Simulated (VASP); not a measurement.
# SrCd2Ag2 in VASP: single point with r2SCAN

Aim: the single point of SrCd2Ag2 with r2SCAN.

Everything below comes from runs of VASP 6.6.1. Logs are shortened: lines on timing, memory, paths and dates and some standing lists are left out, and cuts for length are marked.

**1. The cell of the first run**

The typed cell holds 5 atoms: a = 4.540 Å, b = 4.540 Å, c = 7.541 Å, α = 90.00°, β = 90.00°, γ = 60.00°.

**2. Single point, r2SCAN**

POSCAR reads:

```
SrCd2Ag2
1.0
    2.2699130000      3.9316000000      0.0000000000
   -2.2699130000      3.9316000000      0.0000000000
    0.0000000000      0.0000000000      7.5409880000
Sr Cd Ag
1 2 2
Direct
    0.0000000000      0.0000000000      0.0000000000
    0.3333000000      0.3334000000      0.6308000000
    0.6667000000      0.6666000000      0.3692000000
    0.3333000000      0.3334000000      0.2508000000
    0.6667000000      0.6666000000      0.7492000000
```

INCAR.step1 reads:

```
SYSTEM = SrCd2Ag2
PREC     = Accurate       ! precision mode
ENCUT    = 520            ! plane-wave cutoff, eV
ISMEAR   = 0              ! smearing method
SIGMA    = 0.0166         ! smearing width, eV
LREAL    = .False.        ! projectors in reciprocal space
LASPH    = .True.         ! aspherical terms in the spheres
NELM     = 100            ! most SCF steps
NBANDS   = 36             ! bands
GGA      = PE             ! functional
ALGO     = Normal         ! electronic algorithm
EDIFF    = 1E-4           ! SCF threshold, eV
LWAVE    = .True.         ! write WAVECAR
LCHARG   = .False.        ! write CHGCAR
```

INCAR.step2 reads:

```
SYSTEM = SrCd2Ag2
PREC     = Accurate       ! precision mode
ENCUT    = 520            ! plane-wave cutoff, eV
EDIFF    = 1E-6           ! SCF threshold, eV
ISMEAR   = 0              ! smearing method
SIGMA    = 0.0166         ! smearing width, eV
LREAL    = .False.        ! projectors in reciprocal space
LASPH    = .True.         ! aspherical terms in the spheres
NELM     = 100            ! most SCF steps
ALGO     = Normal         ! electronic algorithm
ISIF     = 2              ! what is computed and relaxed
LWAVE    = .False.        ! write WAVECAR
LCHARG   = .False.        ! write CHGCAR
METAGGA  = R2SCAN         ! meta-GGA
LMIXTAU  = .True.       
NBANDS   = 36             ! bands
ISTART   = 1
```

KPOINTS reads:

```
regular mesh
0
Gamma
  7 7 4
  0 0 0
```

Potentials or basis: VASP PAW PBE potentials, release 64 (Sr_sv, Cd, Ag).

Run with:

```
$ cat potpaw_PBE.64/Sr_sv/POTCAR potpaw_PBE.64/Cd/POTCAR potpaw_PBE.64/Ag/POTCAR > POTCAR
$ cp INCAR.step1 INCAR
$ mpirun -np 1 vasp_std > vasp.out
$ cp INCAR.step2 INCAR
$ mpirun -np 1 vasp_std > vasp.out
```

OUTCAR:

```text
SYSTEM = SrCd2Ag2
   PREC = Accurate
   ENCUT = 520
   EDIFF = 1E-6
   ISMEAR = 0
   LREAL = .False.
   LASPH = .True.
   NELM = 100
   ISIF = 2
   METAGGA = R2SCAN
   ISTART = 1

 ion  position               nearest neighbor table
   1  0.000  0.000  0.000-   5 3.23   4 3.23   5 3.23   4 3.23   5 3.23   4 3.23   3 3.82   2 3.82
                             3 3.82   2 3.82   2 3.82   3 3.82
   2  0.333  0.333  0.631-   5 2.77   5 2.77   5 2.77   4 2.87   3 3.28   3 3.28   3 3.28   1 3.82
                             1 3.82   1 3.82
   3  0.667  0.667  0.369-   4 2.77   4 2.77   4 2.77   5 2.87   2 3.28   2 3.28   2 3.28   1 3.82
                             1 3.82   1 3.82
   4  0.333  0.333  0.251-   3 2.77   3 2.77   3 2.77   2 2.87   1 3.23   1 3.23   1 3.23
   5  0.667  0.667  0.749-   2 2.77   2 2.77   2 2.77   3 2.87   1 3.23   1 3.23   1 3.23

  LATTYP: Found a hexagonal cell.
 ALAT       =     4.5398219775
 C/A-ratio  =     1.6610757068

  Lattice vectors:

 A1 = (   2.2699130000,  -3.9316000000,   0.0000000000)
 A2 = (   2.2699130000,   3.9316000000,   0.0000000000)
 A3 = (   0.0000000000,   0.0000000000,   7.5409880000)

Analysis of symmetry for initial positions (statically):
=====================================================================
 Subroutine PRICEL returns:
 Original cell was already a primitive cell.

 Routine SETGRP: Setting up the symmetry group for a
 hexagonal supercell.

 Subroutine GETGRP returns: Found  4 space group operations
 (whereof  4 operations were pure point group operations)
 out of a pool of 24 trial point group operations.

The static configuration has the point symmetry C_2h.

Analysis of symmetry for dynamics (positions and initial velocities):
=====================================================================
 Subroutine PRICEL returns:
 Original cell was already a primitive cell.

 Routine SETGRP: Setting up the symmetry group for a
 hexagonal supercell.

 Subroutine GETGRP returns: Found  4 space group operations
 (whereof  4 operations were pure point group operations)
 out of a pool of 24 trial point group operations.

The dynamic configuration has the point symmetry C_2h.

 Subroutine INISYM returns: Found  4 space group operations
 (whereof  4 operations are pure point group operations),
 and found     1 'primitive' translations

----------------------------------------------------------------------------------------

                                     Primitive cell

  volume of cell :     134.5974

  direct lattice vectors                    reciprocal lattice vectors
[... 99 lines left out ...]
   ISIF   =      2    stress and relaxation
   ISYM   =      2    0-nonsym 1-usesym 2-fastsym
   POTIM  = 0.5000    time-step for ionic-motion
   TEBEG  =    0.0;   TEEND  =   0.0 temperature during run
   PSTRESS=    0.0 pullay stress
   NELECT =      56.0000    total number of electrons
   NUPDOWN=      -1.0000    fix difference up-down
   EMIN   =  10.00;   EMAX   =-10.00  energy-range for DOS
   EFERMI =   0.00;   METHOD = LEGACY
   ISMEAR =     0;   SIGMA  =   0.02  broadening in eV -4-tet -1-fermi 0-gaus
   EFERMI_NEDOS =   21; number of points for ismear=-14 and -15
   IALGO  =     38    algorithm
   IMIX   =      4    mixing-type and parameters
     AMIX     =   0.40;   BMIX     =  1.00
     AMIX_MAG =   1.60;   BMIX_MAG =  1.00
  volume/ion in A,a.u.               =      26.92       181.66
  Fermi-wavevector in a.u.,A,eV,Ry     =   1.222152  2.309533 20.322419  1.493656
  Thomas-Fermi vector in A             =   2.357309
   LORBIT       =      0    0 simple, 1 ext, 2 COOP (PROOUT), +10 PAW based schemes
   METAGGA = R2SCAN    functional components
   LHFCALC =     F    Hartree Fock is set to
   AEXX    =    0.0000 exact exchange contribution
   IVDW    =     0    specifies the selected vdW correction
   LEPSILON=     F    determine dielectric tensor
   LRPA    =     F    only Hartree local field effects (RPA)
 non-spin polarized calculation
 Gauss-broadening in eV      SIGMA  =   0.02
  energy-cutoff  :      520.00
  volume of cell :      134.60
 maximum number of plane-waves:      3695
 NGX is ok and might be reduce to    36
   NGX = 17   NGY = 17   NGZ = 29

 number of electron      55.9999986 magnetization

 Free energy of the ion-electron system (eV)
  ---------------------------------------------------
  ext. energy  EPLUGINS =         0.00000000
  ---------------------------------------------------
  free energy    TOTEN  =       -98.28375017 eV

  energy without entropy =      -98.28304429  energy(sigma->0) =      -98.28339723

 E-fermi :   3.3796     XC(G=0): -10.2889

 val. band max:        3.3709246211   @ k =   0.1429   0.2857   0.5000
 cond. band min:       3.3869617422   @ k =  -0.1429   0.4286   0.5000
 fundamental gap:      0.0160371211
 Fermi energy:         3.3795803514

 k-point     1 :       0.0000    0.0000    0.0000
  band No.  band energies     occupation
      1     -33.9216      2.00000
      2     -15.3565      2.00000
      3     -15.2878      2.00000
      4     -15.2878      2.00000
      5      -6.0406      2.00000
      6      -6.0404      2.00000
[... 925 lines left out ...]
     35       8.1847      0.00000
     36       8.6890      0.00000

 [... further k-points ...]

------------------------ aborting loop because EDIFF is reached ----------------------------------------

  FORCE on cell =-STRESS in cart. coord.  units (eV):
  Direction    XX          YY          ZZ          XY          YZ          ZX
  --------------------------------------------------------------------------------------
  -------------------------------------------------------------------------------------
  Total        1.9437637      1.9499356     -0.4455466      0.0053491      0.0013493     -0.0023371
  in kB       23.1375439     23.2110116     -5.3035532      0.0636723      0.0160616     -0.0278192
  external PRESSURE =      13.6816674 kB  Pullay stress =       0.0000000 kB

 VOLUME and BASIS-vectors are now :
 -----------------------------------------------------------------------------
  energy-cutoff  :      520.00
  volume of cell :      134.60
      direct lattice vectors                 reciprocal lattice vectors
     2.269913000  3.931600000  0.000000000     0.220272759  0.127174687  0.000000000
    -2.269913000  3.931600000  0.000000000    -0.220272759  0.127174687  0.000000000
     0.000000000  0.000000000  7.540988000     0.000000000  0.000000000  0.132608618

 POSITION                                       TOTAL-FORCE (eV/Angst)
 -----------------------------------------------------------------------------------
      0.00000      0.00000      0.00000         0.000000     -0.000000      0.000000
     -0.00023      2.62120      4.75686         0.001398     -0.000807      0.022043
      0.00023      5.24200      2.78413        -0.001398      0.000807     -0.022043
     -0.00023      2.62120      1.89128         0.001643     -0.000948      0.157584
      0.00023      5.24200      5.64971        -0.001643      0.000948     -0.157584
 -----------------------------------------------------------------------------------
    total drift:                               -0.000000      0.000000      0.000000

  FREE ENERGIE OF THE ION-ELECTRON SYSTEM (eV)
  ---------------------------------------------------
  free  energy   TOTEN  =       -98.2837501735 eV

  energy  without entropy=      -98.2830442858  energy(sigma->0) =      -98.28339723
```

OUTCAR.step1:

```text
SYSTEM = SrCd2Ag2
   PREC = Accurate
   ENCUT = 520
   ISMEAR = 0
   LREAL = .False.
   LASPH = .True.
   NELM = 100
[... 1172 lines left out ...]
      0.00023      5.24200      2.78413        -0.001591      0.000919     -0.018690
     -0.00023      2.62120      1.89128         0.001748     -0.001009     -0.020777
      0.00023      5.24200      5.64971        -0.001748      0.001009      0.020777
 -----------------------------------------------------------------------------------
    total drift:                               -0.000000      0.000000      0.000000

  FREE ENERGIE OF THE ION-ELECTRON SYSTEM (eV)
  ---------------------------------------------------
  free  energy   TOTEN  =        -8.8912343532 eV

  energy  without entropy=       -8.8905703911  energy(sigma->0) =       -8.89090237
```

OSZICAR.step1:

```text
N       E                     dE             d eps       ncg     rms          rms(c)
DAV:   1     0.390604206077E+03    0.39060E+03   -0.28435E+04  4320   0.149E+03
DAV:   2     0.617094012995E+01   -0.38443E+03   -0.37225E+03  4516   0.360E+02
DAV:   3    -0.933512083904E+01   -0.15506E+02   -0.15379E+02  5544   0.734E+01
DAV:   4    -0.977185905756E+01   -0.43674E+00   -0.43499E+00  6192   0.784E+00
DAV:   5    -0.977840277249E+01   -0.65437E-02   -0.65408E-02  5176   0.885E-01    0.220E+01
DAV:   6    -0.891180829269E+01    0.86659E+00   -0.45195E+00  5232   0.121E+01    0.917E+00
DAV:   7    -0.889550633247E+01    0.16302E-01   -0.23442E-01  4840   0.312E+00    0.324E+00
DAV:   8    -0.889118776685E+01    0.43186E-02   -0.20474E-02  5120   0.111E+00    0.772E-01
DAV:   9    -0.889109412425E+01    0.93643E-04   -0.21894E-03  5504   0.281E-01    0.164E-01
DAV:  10    -0.889121182257E+01   -0.11770E-03   -0.33705E-04  4648   0.810E-02    0.357E-02
DAV:  11    -0.889123435318E+01   -0.22531E-04   -0.26164E-05  2700   0.297E-02
   1 F= -.88912344E+01 E0= -.88909024E+01  d E =-.663962E-03
```

It took 22 min on 1 thread of Intel Xeon Platinum 8488C (Sapphire Rapids), shared host; peak memory 0.48 GiB.

What came out:

```
Free energy            : -98.2838 eV
Pressure               : 1.4 GPa
Largest force          : 0.158 eV/Å
Band gap on the k mesh : zero (bands 28 and 29 overlap by 3.12 eV)
```

Forces in eV/Å, atoms in the order of the input:
```
Sr   0.000  0.000  0.000
Cd   0.001 -0.001  0.022
Cd  -0.001  0.001 -0.022
Ag   0.002 -0.001  0.158
Ag  -0.002  0.001 -0.158
```

Stress tensor (GPa, compression positive):
```
 2.31  0.01  0.00
 0.01  2.32  0.00
 0.00  0.00 -0.53
```

Caveat: the PAW data sets were made with another functional, which shifts forces and pressure a little.
